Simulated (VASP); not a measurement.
GaN:

```
CELL_PARAMETERS angstrom
0.00000 2.27421 2.27421
2.27421 0.00000 2.27421
2.27421 2.27421 0.00000
ATOMIC_POSITIONS crystal
Ga 0.00000 0.00000 0.00000
N 0.75000 0.75000 0.75000
```

```yaml
Program: VASP 6.6.1
Task: relaxation of cell and atoms
Functional: PBEsol
Potentials_or_basis: VASP PAW PBE potentials, release 64 (Ga_d, N)
Cutoff: 600 eV
k_mesh: 8 × 8 × 8
Occupations: fermi-dirac, width 0.02 eV
Spin: no spin polarisation
```

At the start: pressure -6.2 GPa; volume 11.76 Å³/atom.

Question: How do energy, volume and symmetry change on relaxing?

Answer: Over 7 steps the energy falls by 8.2 meV/atom and the volume is 11.36 Å³/atom (-3.4 %); space group F-43m (No. 216, to 0.05 Å).

Step by step:
```tsv
step	energy change (eV)	largest force (eV/Å)	pressure (GPa)	volume (Å³)
1	0.0000	0.0000	-6.21	23.52
2	-0.0031	0.0000	6.21	22.01
3	-0.0164	0.0000	0.35	22.71
4	-0.0163	0.0000	-0.44	22.75
5	-0.0164	0.0000	-0.18	22.73
6	-0.0164	0.0000	-0.21	22.73
7	-0.0164	0.0000	-0.05	22.72
```

Final structure:
```
Ga N
1.0
     0.00000    2.24807    2.24807
     2.24807    0.00000    2.24807
     2.24807    2.24807    0.00000
Ga N
1 1
Direct
  0.00000 0.00000 0.00000
  0.75000 0.75000 0.75000
```

Caveat: the PAW data sets were made with another functional, which shifts forces and pressure a little.
